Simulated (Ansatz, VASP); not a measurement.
# Two plane-wave programs on Ca3Hg

The input INCAR:

```
PREC     = Accurate       # precision mode
ENCUT    = 520            # plane-wave cutoff, eV
EDIFF    = 1E-6           # SCF threshold, eV
ISMEAR   = -1             # smearing method
SIGMA    = 0.1            # smearing width, eV
LREAL    = False          # projectors in reciprocal space
LASPH    = True           # aspherical terms in the spheres
NELM     = 60             # most SCF steps
ALGO     = Normal         # electronic algorithm
ISIF     = 2              # what is computed and relaxed
LWAVE    = False          # write WAVECAR
LCHARG   = True           # write CHGCAR
GGA      = CA             # functional
LELF     = True           # ELF
LVHAR    = True         
NBANDS   = 29             # bands
```

The input KPOINTS:

```
Automatic mesh
0
Gamma
  5 5 5
```

File POSCAR:

```
Ca3Hg
1.0
    4.9603829426      0.0000000000      0.0000000000
    0.0000000000      4.9603829426      0.0000000000
    0.0000000000      0.0000000000      4.9603829426
Ca Hg
3 1
Direct
    0.5000000000      0.0000000000      0.0000000000
    0.0000000000      0.0000000000      0.5000000000
    0.0000000000      0.5000000000      0.0000000000
    0.5000000000      0.5000000000      0.5000000000
```

Input for Ansatz:

```yaml
crystal:
  lattice:
    - [4.960382942649016, 0.0, 0.0]
    - [0.0, 4.960382942649016, 0.0]
    - [0.0, 0.0, 4.960382942649016]
  atoms:
    - { symbol: Ca, position: [0.5, 0.0, 0.0] }
    - { symbol: Ca, position: [0.0, 0.0, 0.5] }
    - { symbol: Ca, position: [0.0, 0.5, 0.0] }
    - { symbol: Hg, position: [0.5, 0.5, 0.5] }
basis:
  ecutwfc: 500.0
kpoints:
  mp_grid:
    grid: [5, 5, 5]
hamiltonian:
  xc: lda
  pseudopotentials:
    kind: paw
scf:
  occupations:
    method: fermi_dirac
output:
  stress: true
```

Alike in both runs: task single point; functional LDA; k mesh 5 × 5 × 5; no spin polarisation.

|  | VASP | Ansatz |
| --- | --- | --- |
| version | VASP 6.6.1 | Ansatz 0.2.0 |
| potentials or method | VASP PAW LDA potentials, release 64 (Ca_sv, Hg), cutoff 520 eV | plane waves, PAW |
| occupations | fermi-dirac, width 0.1 eV | fermi-dirac |
| valence electrons in the cell | 42 | 50 |

Ansatz gave:

- pressure (GPa): -1.3

Question: What did VASP give for the same quantities?

Answer: Pressure (GPa): -1.2.

LDA's correlation is that of Perdew and Zunger in VASP and of Perdew and Wang (1992) in Ansatz. VASP's potentials hold 42 valence electrons a cell and Ansatz's 50, so a difference there can come from the potentials and not from the codes.

Neither program's run includes spin-orbit coupling.
